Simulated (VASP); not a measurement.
# MgO3 (Pmmm) in VASP: notebook, part 2 of 2

VASP 6.6.1. Earlier steps stand in the parts before.

**4. Relaxation of cell and atoms, PBE**

The input, INCAR:

```
SYSTEM = MgO3
PREC = Accurate
ENCUT = 600
EDIFF = 1E-6
ISMEAR = 0
SIGMA = 0.1
LREAL = .FALSE.
LASPH = .TRUE.
NELM = 80
ALGO = Normal
ISIF = 3
LWAVE = .FALSE.
LCHARG = .FALSE.
GGA = PE
IBRION = 2
NSW = 100
EDIFFG = -0.01
```

The input, KPOINTS:

```
regular mesh
0
G
  16 8 10
  0 0 0
```

The input, POSCAR:

```
MgO3
1.0
    2.8011551778      0.0000000000      0.0000000000
    0.0000000000      6.6036396354      0.0000000000
    0.0000000000      0.0000000000      5.2555850875
Mg O
1 3
Direct
    0.0000000000      0.0000000000      0.0000000000
    0.5000000000      0.0000000000      0.7388111923
    0.0000000000      0.0000000000      0.5000000000
    0.5000000000      0.0000000000      0.2611888077
```

Potentials or basis: VASP PAW PBE potentials, release 64 (Mg, O).

Started as:

```
> cat potpaw_PBE.64/Mg/POTCAR potpaw_PBE.64/O/POTCAR > POTCAR
> mpirun -np 1 vasp_std > vasp.out
```

OUTCAR:

```text
SYSTEM = MgO3
   PREC = Accurate
   ENCUT = 600
   EDIFF = 1E-6
   ISMEAR = 0
   LREAL = .FALSE.
   LASPH = .TRUE.
   NELM = 80
   ISIF = 3
   GGA = PE
   IBRION = 2
   NSW = 100
   EDIFFG = -0.01

 ion  position               nearest neighbor table
   1  0.000  0.000  0.000-   2 1.96   4 1.96   2 1.96   4 1.96   3 2.63   3 2.63
   2  0.500  0.000  0.739-   3 1.88   3 1.88   1 1.96   1 1.96
   3  0.000  0.000  0.500-   2 1.88   4 1.88   2 1.88   4 1.88   1 2.63   1 2.63
   4  0.500  0.000  0.261-   3 1.88   3 1.88   1 1.96   1 1.96

  LATTYP: Found a simple orthorhombic cell.
 ALAT       =     2.8011551778
 B/A-ratio  =     1.8762206140
 C/A-ratio  =     2.3574701208

  Lattice vectors:

 A1 = (  -2.8011551778,   0.0000000000,   0.0000000000)
 A2 = (   0.0000000000,   0.0000000000,   5.2555850875)
 A3 = (   0.0000000000,   6.6036396354,   0.0000000000)

Analysis of symmetry for initial positions (statically):
=====================================================================
 Subroutine PRICEL returns:
 Original cell was already a primitive cell.

 Routine SETGRP: Setting up the symmetry group for a
 simple orthorhombic supercell.

 Subroutine GETGRP returns: Found  8 space group operations
 (whereof  8 operations were pure point group operations)
 out of a pool of  8 trial point group operations.

The static configuration has the point symmetry D_2h.

Analysis of symmetry for dynamics (positions and initial velocities):
=====================================================================
 Subroutine PRICEL returns:
 Original cell was already a primitive cell.

 Routine SETGRP: Setting up the symmetry group for a
 simple orthorhombic supercell.

 Subroutine GETGRP returns: Found  8 space group operations
 (whereof  8 operations were pure point group operations)
 out of a pool of  8 trial point group operations.

The dynamic configuration has the point symmetry D_2h.

 Subroutine INISYM returns: Found  8 space group operations
 (whereof  8 operations are pure point group operations),
 and found     1 'primitive' translations

----------------------------------------------------------------------------------------

                                     Primitive cell

  volume of cell :      97.2169

  direct lattice vectors                    reciprocal lattice vectors
     2.801155178  0.000000000  0.000000000     0.356995574  0.000000000  0.000000000
     0.000000000  6.603639635  0.000000000     0.000000000  0.151431643  0.000000000
     0.000000000  0.000000000  5.255585088     0.000000000  0.000000000  0.190273772

  length of vectors
     2.801155178  6.603639635  5.255585088     0.356995574  0.151431643  0.190273772

  position of ions in fractional coordinates (direct lattice)
     0.000000000  0.000000000  0.000000000
     0.500000000  0.000000000  0.738811192
     0.000000000  0.000000000  0.500000000
     0.500000000  0.000000000  0.261188808

  ion indices of the primitive-cell ions
   primitive index   ion index
                 1           1
                 2           2
                 3           3
                 4           4

----------------------------------------------------------------------------------------

 KPOINTS: regular mesh

[... 75 lines left out ...]
   POTIM  = 0.5000    time-step for ionic-motion
   TEBEG  =    0.0;   TEEND  =   0.0 temperature during run
   PSTRESS=    0.0 pullay stress
   NELECT =      20.0000    total number of electrons
   NUPDOWN=      -1.0000    fix difference up-down
   EMIN   =  10.00;   EMAX   =-10.00  energy-range for DOS
   EFERMI =   0.00;   METHOD = LEGACY
   ISMEAR =     0;   SIGMA  =   0.10  broadening in eV -4-tet -1-fermi 0-gaus
   EFERMI_NEDOS =   21; number of points for ismear=-14 and -15
   IALGO  =     38    algorithm
   IMIX   =      4    mixing-type and parameters
     AMIX     =   0.40;   BMIX     =  1.00
     AMIX_MAG =   1.60;   BMIX_MAG =  1.00
  volume/ion in A,a.u.               =      24.30       164.01
  Fermi-wavevector in a.u.,A,eV,Ry     =   0.966431  1.826290 12.707697  0.933989
  Thomas-Fermi vector in A             =   2.096232
   LORBIT       =      0    0 simple, 1 ext, 2 COOP (PROOUT), +10 PAW based schemes
   GGA     = PE    functional components
   LHFCALC =     F    Hartree Fock is set to
   AEXX    =    0.0000 exact exchange contribution
   IVDW    =     0    specifies the selected vdW correction
   LEPSILON=     F    determine dielectric tensor
   LRPA    =     F    only Hartree local field effects (RPA)
 conjugate gradient relaxation of ions
 non-spin polarized calculation
 Gauss-broadening in eV      SIGMA  =   0.10
  energy-cutoff  :      600.00
  volume of cell :       97.22
 maximum number of plane-waves:      3273
 NGX is ok and might be reduce to    24
   NGX = 11   NGY = 27   NGZ = 21

--------------------------------------- Ionic step        1  -------------------------------------------

 number of electron      19.9999992 magnetization

 Free energy of the ion-electron system (eV)
  ---------------------------------------------------
  ext. energy  EPLUGINS =         0.00000000
  ---------------------------------------------------
  free energy    TOTEN  =       -16.93312242 eV

  energy without entropy =      -16.92710157  energy(sigma->0) =      -16.93011199

------------------------ aborting loop because EDIFF is reached ----------------------------------------

  FORCE on cell =-STRESS in cart. coord.  units (eV):
  Direction    XX          YY          ZZ          XY          YZ          ZX
  --------------------------------------------------------------------------------------
  -------------------------------------------------------------------------------------
  Total       -0.1100836     -0.0684849     -0.1280534      0.0000000      0.0000000      0.0000000
  in kB       -1.8142268     -1.1286615     -2.1103773      0.0000000      0.0000000      0.0000000
  external PRESSURE =      -1.6844219 kB  Pullay stress =       0.0000000 kB
[... 95 lines left out ...]
  FREE ENERGIE OF THE ION-ELECTRON SYSTEM (eV)
  ---------------------------------------------------
  free  energy   TOTEN  =       -16.9332988128 eV

  energy  without entropy=      -16.9274170085  energy(sigma->0) =      -16.93035791

[... ionic steps 4 to 24 ...]

--------------------------------------- Ionic step       25  -------------------------------------------

 number of electron      19.9999996 magnetization

------------------------ aborting loop because EDIFF is reached ----------------------------------------
[... 71 lines left out ...]
--------------------------------------- Ionic step       27  -------------------------------------------

 number of electron      19.9999996 magnetization

 Free energy of the ion-electron system (eV)
  ---------------------------------------------------
  ext. energy  EPLUGINS =         0.00000000
  ---------------------------------------------------
  free energy    TOTEN  =       -16.94204905 eV

  energy without entropy =      -16.93612221  energy(sigma->0) =      -16.93908563

 E-fermi :  -1.6632     XC(G=0):  -6.3784

 val. band max:       -1.6639201407   @ k =   0.0000   0.1250   0.4000
 cond. band min:      -1.6627622911   @ k =   0.0000   0.0000   0.4000
 fundamental gap:      0.0011578496
 Fermi energy:        -1.6632258956

 k-point     1 :       0.0000    0.0000    0.0000
  band No.  band energies     occupation
      1     -22.1172      2.00000
      2     -19.0115      2.00000
      3     -16.7293      2.00000
      4      -6.3896      2.00000
      5      -5.8474      2.00000
      6      -5.4315      2.00000
      7      -5.1326      2.00000
      8      -3.4881      2.00000
      9      -3.4313      2.00000
     10      -2.0665      2.00000
     11      -0.8444      0.00000
     12      -0.4501      0.00000
     13       1.6303      0.00000
     14       5.2120      0.00000
[... 377 lines left out ...]
      1     -21.0139      2.00000
      2     -18.5823      2.00000
      3     -17.8805      2.00000
      4      -8.2153      2.00000
      5      -7.6916      2.00000
      6      -4.9034      2.00000
      7      -4.0131      2.00000
      8      -3.1239      2.00000
      9      -3.0310      2.00000
     10      -2.6634      2.00000
     11      -0.7702      0.00000
     12       0.0107      0.00000
     13       3.7641      0.00000
     14       5.7349      0.00000

 [... further k-points ...]

------------------------ aborting loop because EDIFF is reached ----------------------------------------

  FORCE on cell =-STRESS in cart. coord.  units (eV):
  Direction    XX          YY          ZZ          XY          YZ          ZX
  --------------------------------------------------------------------------------------
  -------------------------------------------------------------------------------------
  Total        0.0034277     -0.0022344      0.0047667      0.0000000      0.0000000      0.0000000
  in kB        0.0663641     -0.0432593      0.0922873      0.0000000      0.0000000      0.0000000
  external PRESSURE =       0.0384641 kB  Pullay stress =       0.0000000 kB
[... 19 lines left out ...]
  FREE ENERGIE OF THE ION-ELECTRON SYSTEM (eV)
  ---------------------------------------------------
  free  energy   TOTEN  =       -16.9420490517 eV

  energy  without entropy=      -16.9361222146  energy(sigma->0) =      -16.93908563

 reached required accuracy - stopping structural energy minimisation
```

Run time: 1.7 h. Hardware: 1 thread of Oxide Virtual Turin-like, shared host; peak memory 0.55 GiB.

Results:

- Free energy: -16.9420 eV
- Relaxed cell: a = 2.799 Å, b = 5.635 Å, c = 5.246 Å, α = 90.00°, β = 90.00°, γ = 90.00°
- Space group after relaxing (to 0.1 Å): Pmmm (No. 47)
- Energy gained by relaxing: 2.2 meV/atom
- Ionic steps: 27
- Pressure after relaxing: 0.0 GPa
- Largest force after relaxing: 0.008 eV/Å
- Band gap on the k mesh: 0.01 eV (least direct gap 0.02 eV)

Forces on the atoms (eV/Å):
```
Mg   0.000  0.000  0.000
O    0.000  0.000 -0.008
O    0.000  0.000  0.000
O    0.000  0.000  0.008
```

The path:
| step | energy change (eV) | largest force (eV/Å) | pressure (GPa) | volume (Å³) |
| --- | --- | --- | --- | --- |
| 1 | 0.0000 | 0.0302 | -0.17 | 97.22 |
| 2 | -0.0002 | 0.0046 | 0.05 | 96.86 |
| 3 | -0.0002 | 0.0054 | -0.01 | 96.96 |
| 4 | -0.0002 | 0.0048 | -0.02 | 96.89 |
| 5 | -0.0004 | 0.0334 | -0.06 | 96.68 |
| 6 | -0.0003 | 0.0914 | -0.12 | 96.27 |
| 7 | -0.0004 | 0.0586 | -0.08 | 96.51 |
| 8 | -0.0004 | 0.0586 | -0.10 | 96.48 |
| 9 | -0.0005 | 0.0586 | -0.11 | 96.39 |
| 10 | -0.0006 | 0.0600 | -0.10 | 96.22 |
| 11 | -0.0009 | 0.0630 | -0.09 | 95.87 |
| 12 | -0.0014 | 0.0676 | -0.10 | 95.17 |
| 13 | -0.0024 | 0.0768 | -0.12 | 93.78 |
| 14 | -0.0044 | 0.0962 | -0.14 | 90.99 |
| 15 | -0.0071 | 0.1330 | -0.19 | 85.41 |
| 16 | -0.0077 | 0.1006 | -0.12 | 84.77 |
| 17 | -0.0084 | 0.0566 | -0.03 | 83.89 |
| 18 | -0.0085 | 0.0334 | 0.16 | 82.15 |
| 19 | -0.0086 | 0.0033 | 0.08 | 82.86 |
| 20 | -0.0086 | 0.0018 | 0.07 | 82.77 |
| 21 | -0.0086 | 0.0173 | 0.12 | 82.46 |
| 22 | -0.0086 | 0.0083 | 0.11 | 82.63 |
| 23 | -0.0086 | 0.0048 | 0.11 | 82.69 |
| 24 | -0.0088 | 0.0015 | 0.00 | 82.78 |
| 25 | -0.0088 | 0.0018 | -0.07 | 82.85 |
| 26 | -0.0089 | 0.0045 | -0.04 | 82.81 |
| 27 | -0.0089 | 0.0077 | 0.00 | 82.75 |

Final structure:
```xyz
4
Lattice="2.7993 0.0000 0.0000 0.0000 5.6350 0.0000 0.0000 0.0000 5.2461" Properties=species:S:1:pos:R:3 pbc="T T T"
Mg    0.0000    0.0000    0.0000
O     1.3997    0.0000    3.8778
O     0.0000    0.0000    2.6231
O     1.3997    0.0000    1.3683
```

Caveat: the smearing spreads over this small gap; semilocal functionals underestimate gaps, and a narrow one can read as zero. A k mesh can miss the band edges.

**5. Overview**

```csv
task,cell,k mesh,cutoff (eV),smearing,gap on the mesh (eV),pressure (GPa),relaxed volume (Å³/atom),largest force (eV/Å)
single point,"a = 2.801, b = 6.604, c = 5.256 Å, 4 atoms, atomic positions A",12 × 8 × 8,520,gaussian 0.01 eV,none,-0.1,-,0.02
relaxation of cell and atoms,"relaxed from a = 2.813, b = 5.000, c = 5.234 Å, 4 atoms, atomic positions B",12 × 8 × 8,600,gaussian 0.01 eV,none,0.0,20.21,-
relaxation of cell and atoms,"relaxed from a = 2.801, b = 6.604, c = 5.256 Å, 4 atoms, atomic positions A",16 × 8 × 10,600,gaussian 0.1 eV,0.01,0.0,20.69,0.01
```

Alike in all rows: level PBE; potentials or basis VASP PAW PBE potentials, release 64 (Mg, O); no spin polarisation.

Caveats: semilocal functionals underestimate gaps, and a narrow one can read as zero (at least some runs); the smearing spreads over this small gap (at least some runs).

Total energies depend on the potentials used, so only differences within one code and one set of settings carry meaning.
